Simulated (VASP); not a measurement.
# Ru in VASP: further runs

The runs below take Ru through single point, with PBE.

All numbers are computed with VASP 6.6.1; they aren't measurements. Logs are shortened: lines on timing, memory, paths and dates and some standing lists are left out, and cuts for length are marked.

### Step 1. The cell of the first run

Symmetry: P6_3/mmc, No. 194, hexagonal system. Conventional cell: a = 2.706 Å, b = 2.706 Å, c = 4.282 Å, α = 90.00°, β = 90.00°, γ = 120.00°. Ru (site symmetry -6m2) has 12 Ru at 2.65 to 2.71 Å within 3.5 Å.

### Step 2. Single point, PBE

INCAR reads:

```
PREC = Accurate
ENCUT = 520
EDIFF = 1E-6
ISMEAR = -1
SIGMA = 0.03
LREAL = F
LASPH = T
NELM = 100
ALGO = Normal
ISIF = 2
LWAVE = F
LCHARG = F
GGA = PE
NBANDS = 21
```

KPOINTS reads:

```
Automatic mesh
0
Gamma
  14 14 8
```

POSCAR reads:

```
Ru
1.0
    2.7057993342      0.0000000000      0.0000000000
   -1.3528996671      2.3432909610      0.0000000000
    0.0000000000      0.0000000000      4.2819000000
Ru
2
Direct
    0.3333333333      0.6666666667      0.2500000000
    0.6666666667      0.3333333333      0.7500000000
```

Potentials or basis: VASP PAW PBE potentials, release 64 (Ru_pv).

Launch:

```
$ cat potpaw_PBE.64/Ru_pv/POTCAR > POTCAR
$ mpirun -np 1 vasp_std > vasp.out
```

OUTCAR:

```text
PREC = Accurate
   ENCUT = 520
   EDIFF = 1E-6
   ISMEAR = -1
   LREAL = F
   LASPH = T
   NELM = 100
   ISIF = 2
   GGA = PE

 ion  position               nearest neighbor table
   1  0.333  0.667  0.250-   2 2.65   2 2.65   2 2.65   2 2.65   2 2.65   2 2.65
   2  0.667  0.333  0.750-   1 2.65   1 2.65   1 2.65   1 2.65   1 2.65   1 2.65

  LATTYP: Found a hexagonal cell.
 ALAT       =     2.7057993342
 C/A-ratio  =     1.5824898565

  Lattice vectors:

 A1 = (   2.7057993342,   0.0000000000,   0.0000000000)
 A2 = (  -1.3528996671,   2.3432909610,   0.0000000000)
 A3 = (   0.0000000000,   0.0000000000,   4.2819000000)

Analysis of symmetry for initial positions (statically):
=====================================================================
 Subroutine PRICEL returns:
 Original cell was already a primitive cell.

 Routine SETGRP: Setting up the symmetry group for a
 hexagonal supercell.

 Subroutine GETGRP returns: Found 24 space group operations
 (whereof 12 operations were pure point group operations)
 out of a pool of 24 trial point group operations.

The static configuration has the point symmetry D_3d.
 The point group associated with its full space group is D_6h.

Analysis of symmetry for dynamics (positions and initial velocities):
=====================================================================
 Subroutine PRICEL returns:
 Original cell was already a primitive cell.

 Routine SETGRP: Setting up the symmetry group for a
 hexagonal supercell.

 Subroutine GETGRP returns: Found 24 space group operations
 (whereof 12 operations were pure point group operations)
 out of a pool of 24 trial point group operations.

The dynamic configuration has the point symmetry D_3d.
 The point group associated with its full space group is D_6h.

 Subroutine INISYM returns: Found 24 space group operations
 (whereof 12 operations are pure point group operations),
 and found     1 'primitive' translations

----------------------------------------------------------------------------------------

                                     Primitive cell

  volume of cell :      27.1493

  direct lattice vectors                    reciprocal lattice vectors
     2.705799334  0.000000000  0.000000000     0.369576556  0.213375124  0.000000000
    -1.352899667  2.343290961  0.000000000     0.000000000  0.426750249  0.000000000
     0.000000000  0.000000000  4.281900000     0.000000000  0.000000000  0.233541185

  length of vectors
     2.705799334  2.705799334  4.281900000     0.426750249  0.426750249  0.233541185

  position of ions in fractional coordinates (direct lattice)
     0.333333333  0.666666667  0.250000000
     0.666666667  0.333333333  0.750000000

  ion indices of the primitive-cell ions
   primitive index   ion index
                 1           1
                 2           2

----------------------------------------------------------------------------------------

 KPOINTS: Automatic mesh

Automatic generation of k-mesh.
 Grid dimensions read from file:
 generate k-points for:   14   14    8

 Generating k-lattice:

  Cartesian coordinates                     Fractional coordinates (reciprocal lattice)
     0.026398325  0.015241080  0.000000000     0.071428571  0.000000000  0.000000000
     0.000000000  0.030482161  0.000000000     0.000000000  0.071428571  0.000000000
     0.000000000  0.000000000  0.029192648     0.000000000  0.000000000  0.125000000

  Length of vectors
     0.030482161  0.030482161  0.029192648

  Shift w.r.t. Gamma in fractional coordinates (k-lattice)
     0.000000000  0.000000000  0.000000000

 Subroutine IBZKPT returns following result:
 ===========================================

 Found    120 irreducible k-points:

 Following reciprocal coordinates:
            Coordinates               Weight
  0.000000  0.000000  0.000000      1.000000
  0.071429 -0.000000  0.000000      6.000000
  0.142857  0.000000  0.000000      6.000000
  0.214286 -0.000000  0.000000      6.000000
  0.285714  0.000000  0.000000      6.000000
  0.357143 -0.000000  0.000000      6.000000
[... 16 lines left out ...]
  0.285714  0.285714  0.000000      6.000000
  0.357143  0.285714  0.000000      6.000000
 [... further k-points ...]
   k-points           NKPTS =    120   k-points in BZ     NKDIM =    120   number of bands    NBANDS=     21
   number of dos      NEDOS =    301   number of ions     NIONS =      2
   total plane-waves  NPLWV =  12800
   dimension x,y,z NGX =    20 NGY =   20 NGZ =   32
   dimension x,y,z NGXF=    40 NGYF=   40 NGZF=   64
   ions per type =               2
   NGX,Y,Z   is equivalent  to a cutoff of  12.29, 12.29, 12.42 a.u.
   NGXF,Y,Z  is equivalent  to a cutoff of  24.58, 24.58, 24.85 a.u.
 SYSTEM =  unknown system
   PREC   = accura    normal or accurate (medium, high low for compatibility)
   ISTART =      0    job   : 0-new  1-cont  2-samecut
   ICHARG =      2    charge: 1-file 2-atom 10-const
   ISPIN  =      1    spin polarized calculation?
   LNONCOLLINEAR =      F non collinear calculations
   LSORBIT =      F    spin-orbit coupling
   LASPH  =      T    aspherical Exc in radial PAW
   ENCUT  =  520.0 eV  38.22 Ry    6.18 a.u.   5.03  5.03  7.96*2*pi/ulx,y,z
   NELM   =    100;   NELMIN=  2; NELMDL= -5     # of ELM steps
   EDIFF  = 0.1E-05   stopping-criterion for ELM
   LREAL  =      F    real-space projection
   EDIFFG = 0.1E-04   stopping-criterion for IOM
   NSW    =      0    number of steps for IOM
   IBRION =     -1    ionic relax: 0-MD 1-quasi-New 2-CG
   NFREE  =      0    steps in history (QN), initial steepest desc. (CG)
   ISIF   =      2    stress and relaxation
   ISYM   =      2    0-nonsym 1-usesym 2-fastsym
   POTIM  = 0.5000    time-step for ionic-motion
   TEBEG  =    0.0;   TEEND  =   0.0 temperature during run
   PSTRESS=    0.0 pullay stress
   NELECT =      28.0000    total number of electrons
   NUPDOWN=      -1.0000    fix difference up-down
   EMIN   =  10.00;   EMAX   =-10.00  energy-range for DOS
   EFERMI =   0.00;   METHOD = LEGACY
   ISMEAR =    -1;   SIGMA  =   0.03  broadening in eV -4-tet -1-fermi 0-gaus
   EFERMI_NEDOS =   21; number of points for ismear=-14 and -15
   IALGO  =     38    algorithm
   IMIX   =      4    mixing-type and parameters
     AMIX     =   0.40;   BMIX     =  1.00
     AMIX_MAG =   1.60;   BMIX_MAG =  1.00
  volume/ion in A,a.u.               =      13.57        91.61
  Fermi-wavevector in a.u.,A,eV,Ry     =   1.654022  3.125649 37.222686  2.735790
  Thomas-Fermi vector in A             =   2.742361
   LORBIT       =      0    0 simple, 1 ext, 2 COOP (PROOUT), +10 PAW based schemes
   GGA     = PE    functional components
   LHFCALC =     F    Hartree Fock is set to
   AEXX    =    0.0000 exact exchange contribution
   IVDW    =     0    specifies the selected vdW correction
   LEPSILON=     F    determine dielectric tensor
   LRPA    =     F    only Hartree local field effects (RPA)
 non-spin polarized calculation
  energy-cutoff  :      520.00
  volume of cell :       27.15
 maximum number of plane-waves:       752
 NGX is ok and might be reduce to    20
   NGX =  9   NGY =  9   NGZ = 15

 number of electron      28.0000008 magnetization

 Free energy of the ion-electron system (eV)
  ---------------------------------------------------
  ext. energy  EPLUGINS =         0.00000000
  ---------------------------------------------------
  free energy    TOTEN  =       -18.46010742 eV

  energy without entropy =      -18.45340995  energy(sigma->0) =      -18.45675869

 E-fermi :  12.8285     XC(G=0): -14.1210

 val. band max:       12.8259656224   @ k =   0.0000   0.0000   0.3750
 cond. band min:      12.8386334012   @ k =   0.2857   0.1429   0.0000
 fundamental gap:      0.0126677788
 Fermi energy:        12.8284773220

 k-point     1 :       0.0000    0.0000    0.0000
  band No.  band energies     occupation
      1     -30.8113      2.00000
      2     -29.8715      2.00000
      3     -29.8715      2.00000
      4     -29.7012      2.00000
      5     -29.7012      2.00000
      6     -29.6675      2.00000
[... 13 lines left out ...]
     20      23.2600      0.00000
     21      23.2915      0.00000

 k-point     2 :       0.0714   -0.0000    0.0000
  band No.  band energies     occupation
      1     -30.7939      2.00000
      2     -29.9085      2.00000
      3     -29.8840      2.00000
      4     -29.7399      2.00000
      5     -29.7063      2.00000
      6     -29.6756      2.00000
[... 13 lines left out ...]
     20      23.2600      0.00000
     21      23.2863      0.00000

 k-point     3 :       0.1429    0.0000    0.0000
  band No.  band energies     occupation
      1     -30.7434      2.00000
      2     -30.0122      2.00000
      3     -29.9182      2.00000
      4     -29.8466      2.00000
      5     -29.7212      2.00000
      6     -29.6998      2.00000
[... 13 lines left out ...]
     20      23.2599      0.00000
     21      23.2765      0.00000

 k-point     4 :       0.2143   -0.0000    0.0000
  band No.  band energies     occupation
      1     -30.6649      2.00000
      2     -30.1622      2.00000
      3     -29.9966      2.00000
      4     -29.9658      2.00000
      5     -29.7443      2.00000
      6     -29.7403      2.00000
[... 13 lines left out ...]
     20      23.2599      0.00000
     21      23.2695      0.00000

 k-point     5 :       0.2857    0.0000    0.0000
  band No.  band energies     occupation
      1     -30.5670      2.00000
      2     -30.3286      2.00000
      3     -30.1577      2.00000
      4     -30.0169      2.00000
      5     -29.7960      2.00000
      6     -29.7712      2.00000
[... 13 lines left out ...]
     20      23.2598      0.00000
     21      23.2652      0.00000
[... 382 lines left out ...]
     20      23.2582      0.00000
     21      23.3769      0.00000

 k-point    22 :       0.3571    0.2143    0.0000
  band No.  band energies     occupation
      1     -30.5262      2.00000
      2     -30.3528      2.00000
      3     -30.2548      2.00000
      4     -30.2346      2.00000
      5     -30.0191      2.00000
      6     -30.0051      2.00000
[... 13 lines left out ...]
     20      23.2596      0.00000
     21      23.2613      0.00000

 k-point    23 :       0.2857    0.2857    0.0000
  band No.  band energies     occupation
      1     -30.4874      2.00000
      2     -30.3599      2.00000
      3     -30.2405      2.00000
      4     -30.2344      2.00000
      5     -30.0593      2.00000
      6     -30.0311      2.00000
[... 13 lines left out ...]
     20      23.2597      0.00000
     21      23.2604      0.00000

 k-point    24 :       0.3571    0.2857    0.0000
  band No.  band energies     occupation
      1     -30.4907      2.00000
      2     -30.3082      2.00000
      3     -30.3039      2.00000
      4     -30.1791      2.00000
      5     -30.0951      2.00000
      6     -30.0866      2.00000
[... 13 lines left out ...]
     20      23.2601      0.00000
     21      23.2602      0.00000

 [... further k-points ...]

------------------------ aborting loop because EDIFF is reached ----------------------------------------

  FORCE on cell =-STRESS in cart. coord.  units (eV):
  Direction    XX          YY          ZZ          XY          YZ          ZX
  --------------------------------------------------------------------------------------
  -------------------------------------------------------------------------------------
  Total        0.8492025      0.8492025      0.5733606     -0.0000000     -0.0000000     -0.0000000
  in kB       50.1145164     50.1145164     33.8360861     -0.0000000     -0.0000000     -0.0000000
  external PRESSURE =      44.6883730 kB  Pullay stress =       0.0000000 kB

 VOLUME and BASIS-vectors are now :
 -----------------------------------------------------------------------------
  energy-cutoff  :      520.00
  volume of cell :       27.15
      direct lattice vectors                 reciprocal lattice vectors
     2.705799334  0.000000000  0.000000000     0.369576556  0.213375124  0.000000000
    -1.352899667  2.343290961  0.000000000     0.000000000  0.426750249  0.000000000
     0.000000000  0.000000000  4.281900000     0.000000000  0.000000000  0.233541185

 POSITION                                       TOTAL-FORCE (eV/Angst)
 -----------------------------------------------------------------------------------
     -0.00000      1.56219      1.07048        -0.000000      0.000000      0.000000
      1.35290      0.78110      3.21143         0.000000     -0.000000      0.000000
 -----------------------------------------------------------------------------------
    total drift:                               -0.000000      0.000000     -0.000000

  FREE ENERGIE OF THE ION-ELECTRON SYSTEM (eV)
  ---------------------------------------------------
  free  energy   TOTEN  =       -18.4601074228 eV

  energy  without entropy=      -18.4534099518  energy(sigma->0) =      -18.45675869
```

Wall time 24 s (1 thread of AMD EPYC 9R45 (Zen 5), shared host); peak memory 0.14 GiB.

What came out:

```
Free energy            : -18.4601 eV
Pressure               : 4.5 GPa
Band gap on the k mesh : zero (band 14 reaches 14.47 eV, above the bottom of band 15 at 11.34 eV)
```

Stress tensor (GPa, compression positive):
```
5.01 0.00 0.00
0.00 5.01 0.00
0.00 0.00 3.38
```

### Step 3. Single point, PBE, non-collinear spin, zero start, spin-orbit coupling

INCAR reads:

```
  PREC = Accurate
  ENCUT = 520
  EDIFF = 1E-7
  ISMEAR = -1
  SIGMA = 0.03
  LREAL = False
  LASPH = True
  NELM = 150
  ALGO = Normal
  ISIF = 2
  LWAVE = False
  LCHARG = False
  MAGMOM = 0 0 0 0 0 0
  LORBIT = 11
  LSORBIT = True
  GGA_COMPAT = False
  LORBMOM = True
  LMAXMIX = 4
  GGA = PE
  NBANDS = 40
```

KPOINTS reads:

```
regular mesh
0
Gamma
  14 14 8
```

POSCAR is that of step 2.

Potentials or basis: VASP PAW PBE potentials, release 64 (Ru_pv).

Launch:

```
$ cat potpaw_PBE.64/Ru_pv/POTCAR > POTCAR
$ mpirun -np 1 vasp_ncl > vasp.out
```

It took 2.2 min on 1 thread of AMD EPYC 9R45 (Zen 5), shared host; peak memory 0.28 GiB.

The run converged. Its results:

- Free energy: -18.7252 eV
- Pressure: 4.7 GPa
- Net moment: 0.00 μB per cell
- Valence electrons inside the program's atomic spheres: Ru 12.67

Stress tensor (GPa, compression positive):
```
5.25 0.00 0.00
0.00 5.25 0.00
0.00 0.00 3.65
```

Moments on the atoms (μB; x, y, z):
```
Ru  0.00 0.00 0.00
Ru  0.00 0.00 0.00
```

### Step 4. Single point, PBE (equal xy, yz and zx shear strains of +2 %)

INCAR reads:

```
PREC = Accurate
ENCUT = 520
EDIFF = 1E-6
ISMEAR = -1
SIGMA = 0.03
LREAL = F
LASPH = T
NELM = 80
ALGO = Normal
ISIF = 2
LWAVE = F
LCHARG = F
GGA = PE
NBANDS = 21
```

KPOINTS reads:

```
Automatic mesh
0
Gamma
  14 14 8
```

POSCAR reads:

```
Ru
1.0
    2.7057993342      0.0270579933      0.0270579933
   -1.3294667575      2.3297619643      0.0099039129
    0.0428190000      0.0428190000      4.2819000000
Ru
2
Direct
    0.3333333333      0.6666666667      0.2500000000
    0.6666666667      0.3333333333      0.7500000000
```

Launch:

```
$ cat potpaw_PBE.64/Ru_pv/POTCAR > POTCAR
$ mpirun -np 1 vasp_std > vasp.out
```

Wall time 2.8 min (1 thread of Oxide Virtual Turin-like, shared host); peak memory 0.39 GiB.

The run converged. Its results:

```yaml
Free_energy: -18.4402 eV
Pressure: 4.8 GPa
Largest_force: 0.068 eV/Å
Band_gap_on_the_k_mesh: zero (band 14 reaches 14.48 eV, above the bottom of band 15 at 11.28 eV)
```

Forces on the atoms (eV/Å):
```
Ru  -0.065 -0.003  0.019
Ru   0.065  0.003 -0.019
```

Stress tensor (GPa, compression positive):
```
 5.37 -3.94 -3.82
-3.94  5.33 -3.84
-3.82 -3.84  3.85
```

Levels at points of the mesh, in eV from the Fermi level:
```
           k point  band 10  band 11  band 12  band 13  band 14  band 15  band 16  band 17  band 18  band 19
(0.00, 0.00, 0.00)    -2.44    -2.40    -2.07    -1.74    -1.39    -1.33     1.14     1.23     1.31    10.31
(0.50, 0.00, 0.00)    -2.90    -2.12    -1.84    -1.56     1.40     1.81     1.97     4.00     6.02    10.42
(0.00, 0.50, 0.00)    -3.03    -2.07    -1.78    -1.47     1.43     1.83     1.93     4.09     6.15    10.43
(0.50, 0.50, 0.00)    -3.14    -2.05    -1.72    -1.37     1.48     1.88     1.90     4.17     6.27    10.43
(0.00, 0.00, 0.50)    -2.94    -2.66    -2.65    -2.59    -2.58     0.35     0.44     0.68     0.75    10.43
(0.50, 0.00, 0.50)    -4.48    -1.01    -0.91     0.35     0.48     1.61     1.71     3.22     3.43    10.15
(0.00, 0.50, 0.50)    -4.48    -1.08    -1.01     0.41     0.50     1.65     1.72     3.34     3.50    10.36
(0.50, 0.50, 0.50)    -4.49    -1.15    -1.12     0.48     0.51     1.71     1.74     3.48     3.54    10.42
```

Caveat: the cell differs from its parent crystal (equal xy, yz and zx shear strains of +2 %).

### Step 5. The runs side by side

| spin | cell | gap on the mesh (eV) | pressure (GPa) |
| --- | --- | --- | --- |
| off | a = 2.706, b = 2.706, c = 4.282 Å, angles 90.0, 90.0, 120.0°, 2 atoms | none | 4.5 |
| non-collinear, zero start, SOC | a = 2.706, b = 2.706, c = 4.282 Å, angles 90.0, 90.0, 120.0°, 2 atoms | - | 4.7 |
| off | a = 2.706, b = 2.682, c = 4.282 Å, angles 89.6, 88.8, 119.1°, 2 atoms | none | 4.8 |

Alike in all rows: task single point; level PBE; potentials or basis VASP PAW PBE potentials, release 64 (Ru_pv); k mesh 14 × 14 × 8; cutoff (eV) 520; smearing fermi-dirac 0.03 eV.

Total energies depend on the potentials used, so only differences within one code and one set of settings carry meaning.
